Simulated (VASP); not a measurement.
Set up this calculation in VASP 6.6.1, as the native input.

* Task: single point
* Functional: PBE
* Potentials or basis: VASP PAW PBE potentials, release 64 (Cd, Ir)
* Cutoff: 520 eV
* k mesh: 8 × 8 × 5
* Occupations: fermi-dirac, width 0.05 eV
* Spin: no spin polarisation
* Dipole correction: no
* Further INCAR settings: ALGO = Fast; EDIFF = 1e-07; NBANDS = 18

The structure of CdIr lies in POSCAR:

```
CdIr
1.0
    3.2853797500      0.0000000000      0.0000000000
   -1.6426898800      2.8452223300      0.0000000000
    0.0000000000      0.0000000000      4.4478366900
Cd Ir
1 1
Direct
    0.0000000000      0.0000000000      0.0000000000
    0.0000000000      0.0000000000      0.5000000000
```

The input as run:

INCAR

```
SYSTEM = CdIr
PREC = Accurate
ENCUT = 520
EDIFF = 1E-7
ISMEAR = -1
SIGMA = 0.05
LREAL = .False.
LASPH = .True.
NELM = 60
ALGO = Fast
ISIF = 2
LWAVE = .False.
LCHARG = .True.
GGA = PE
LELF = .True.
LVHAR = .True.
NBANDS = 18
```

KPOINTS

```
regular mesh
0
Gamma
  8 8 5
  0 0 0
```

Potentials or basis: VASP PAW PBE potentials, release 64 (Cd, Ir).

Run with:

```sh
$ cat potpaw_PBE.64/Cd/POTCAR potpaw_PBE.64/Ir/POTCAR > POTCAR
$ mpirun -np 1 vasp_std > vasp.out
```

It gave:

```yaml
Pressure: 29.5 GPa
```

It took 17 s on 1 thread of Intel(R) Xeon(R) Platinum 8375C CPU @ 2.90GHz (Ice Lake) (shared host), peak memory 0.16 GiB.
